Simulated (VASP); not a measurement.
Wanted: the native input for a VASP 6.6.1 run.

- Task: single point
- Functional: PBE
- Potentials or basis: VASP PAW PBE potentials, release 64 (Br)
- Cutoff: 520 eV
- k mesh: 7 × 7 × 3
- Occupations: fermi-dirac, width 0.05 eV
- Spin: no spin polarisation
- Dipole correction: no
- Further INCAR settings: ALGO = Normal; EDIFF = 1e-07; NBANDS = 22

The structure of Br lies in POSCAR:

```
Br
1.0
    4.3194231184     -2.1366060857      0.0000000000
    4.3194231184      2.1366060857      0.0000000000
    0.0000000000      0.0000000000      8.7106196356
Br
4
Direct
    0.3583234030      0.6416765970      0.3816686326
    0.1416765970      0.8583234030      0.8816686326
    0.6416765970      0.3583234030      0.6183313674
    0.8583234030      0.1416765970      0.1183313674
```

These files were run (other wordings do the same):

INCAR

```
SYSTEM = Br
PREC = Accurate
ENCUT = 520
EDIFF = 1E-7
ISMEAR = -1
SIGMA = 0.05
LREAL = .FALSE.
LASPH = .TRUE.
NELM = 80
ALGO = Normal
ISIF = 2
LWAVE = .FALSE.
LCHARG = .FALSE.
GGA = PE
NBANDS = 22
```

KPOINTS

```
Automatic mesh
0
G
  7 7 3
  0 0 0
```

Potentials or basis: VASP PAW PBE potentials, release 64 (Br).

Run with:

```bash
$ cat potpaw_PBE.64/Br/POTCAR > POTCAR
$ mpirun -np 1 vasp_std > vasp.out
```

Results of the run:

```json
{"Pressure": "0.0 GPa", "Largest force": "0.006 eV/Å", "Band gap on the k mesh": "1.37 eV, direct"}
```

It took 68 s on 1 thread of Intel(R) Xeon(R) 6975P-C (Granite Rapids), on a shared host, peak memory 0.3 GiB.
